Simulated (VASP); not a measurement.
Set up this calculation in VASP 6.6.1, as the native input.

| Quantity | Value |
| --- | --- |
| Task | single point |
| Functional | PBE |
| Potentials or basis | VASP PAW PBE potentials, release 64 (Nb_sv) |
| Cutoff | 520 eV |
| k mesh | 10 × 10 × 10 |
| Occupations | fermi-dirac, width 0.05 eV |
| Spin | collinear spin |
| Starting moments | [1.0, 1.0] μB |
| Dipole correction | no |
| Further INCAR settings | ALGO = Normal; EDIFF = 1e-06; NBANDS = 24 |

The structure of Nb lies in POSCAR:

```
Nb
1.0
    0.0000000000      2.9141887553      2.9141887553
    2.9141887553      0.0000000000      2.9141887553
    2.9141887553      2.9141887553      0.0000000000
Nb
2
Direct
    0.1250000000      0.1250000000      0.1250000000
    0.8750000000      0.8750000000      0.8750000000
```

This isn't the form of Nb at room conditions, which is bcc.

These files were run (other wordings do the same):

INCAR

```
SYSTEM = Nb
PREC = Accurate
ENCUT = 520
EDIFF = 1E-6
ISMEAR = -1
SIGMA = 0.05
LREAL = .FALSE.
LASPH = .TRUE.
NELM = 150
ALGO = Normal
ISIF = 2
LWAVE = .FALSE.
LCHARG = .TRUE.
ISPIN = 2
MAGMOM = 1 1
LORBIT = 11
LMAXMIX = 4
GGA = PE
LELF = .TRUE.
LVHAR = .TRUE.
NBANDS = 24
```

KPOINTS

```
Automatic mesh
0
G
  10 10 10
  0 0 0
```

Potentials or basis: VASP PAW PBE potentials, release 64 (Nb_sv).

Launch:

```sh
$ cat potpaw_PBE.64/Nb_sv/POTCAR > POTCAR
$ mpirun -np 1 vasp_std > vasp.out
```

It gave:

```yaml
Pressure: 3.1 GPa
Band_gap_on_the_k_mesh: zero (filled and empty bands overlap)
Net_moment: 0.00 μB per cell
Valence_electrons_inside_the_program's_atomic_spheres: Nb 11.02
```

Caveat: the cell stands under pressure.

Wall time 83 s on 1 thread of Intel(R) Xeon(R) Platinum 8259CL CPU @ 2.50GHz (Skylake/Cascade Lake) (shared host), peak memory 0.24 GiB.
